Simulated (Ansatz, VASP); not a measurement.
## Two plane-wave programs on ZrO5

Contents of INCAR:

```
PREC     = Accurate       # precision mode
ENCUT    = 600            # plane-wave cutoff, eV
EDIFF    = 1E-7           # SCF threshold, eV
ISMEAR   = 0              # smearing method
SIGMA    = 0.1            # smearing width, eV
LREAL    = F              # projectors in reciprocal space
LASPH    = T              # aspherical terms in the spheres
NELM     = 100            # most SCF steps
ALGO     = Normal         # electronic algorithm
ISIF     = 3              # what is computed and relaxed
LWAVE    = F              # write WAVECAR
LCHARG   = F              # write CHGCAR
GGA      = PE             # functional
IBRION   = 2              # ionic algorithm
NSW      = 100            # ionic steps
EDIFFG   = -0.01          # ionic threshold
```

The input KPOINTS:

```
regular mesh
0
Gamma
  12 12 8
```

File POSCAR:

```
ZrO5
1.0
    3.8291667988      0.0000000000      0.0000000000
   -1.9145833994      3.3161557231      0.0000000000
    0.0000000000      0.0000000000      4.9491230062
Zr O
1 5
Direct
    0.0000000000      0.0000000000      0.5000000000
    0.7619565770      0.0000000000      0.0000000000
    0.2380434230      0.2380434230      0.0000000000
    0.0000000000      0.7619565770      0.0000000000
    0.6666666667      0.3333333333      0.5000000000
    0.3333333333      0.6666666667      0.5000000000
```

Input for Ansatz:

```yaml
crystal:
  lattice:
    - [3.8291667988, 0.0, 0.0]
    - [-1.9145833994, 3.3161557231, 0.0]
    - [0.0, 0.0, 4.9491230062]
  atoms:
    - { symbol: Zr, position: [0.0, 0.0, 0.5] }
    - { symbol: O, position: [0.761956577, 0.0, 0.0] }
    - { symbol: O, position: [0.238043423, 0.238043423, 0.0] }
    - { symbol: O, position: [0.0, 0.761956577, 0.0] }
    - { symbol: O, position: [0.6666666667, 0.3333333333, 0.5] }
    - { symbol: O, position: [0.3333333333, 0.6666666667, 0.5] }
basis:
  ecutwfc: 420
kpoints:
  mp_grid: { grid: [12, 12, 8] }
hamiltonian:
  xc: pbe
scf:
  occupations: { method: gaussian, width: 0.1 }
output:
  forces: true
  stress: true
  eigenvalues: true
  write_density: true
  write_potential: true
  elf: true
  volumetric_format: npy
relax:
  adjacent_minimum: "off"
  f_tol: 0.01
  max_steps: 80
  cell: { stress_tol: 0.05 }
```

Change from the starting cell: species swapped into the MgSn5 type (P-62m, No. 189).

Alike in both runs: task relaxation of cell and atoms; functional PBE; k mesh 12 × 12 × 8; occupations gaussian, width 0.1 eV; no spin polarisation.

|  | VASP | Ansatz |
| --- | --- | --- |
| version | VASP 6.6.1 | Ansatz 0.2.0 |
| potentials or method | VASP PAW PBE potentials, release 64 (Zr_sv, O), cutoff 600 eV | scalar-relativistic, plane waves, PAW |
| valence electrons in the cell | 42 | 42 |

|  | VASP | Ansatz | Ansatz less VASP |
| --- | --- | --- | --- |
| gap on the k mesh at the Fermi level, each at its own relaxed structure (eV) | none | none | - |
| relaxed volume (Å³/atom) | 10.33 | 10.48 | +0.150 |
| relaxed cell length with the largest relative difference (Å) | 4.862 | 4.949 | +0.0863 |

A gap of «none» marks a metal or a gap that the smearing closes.
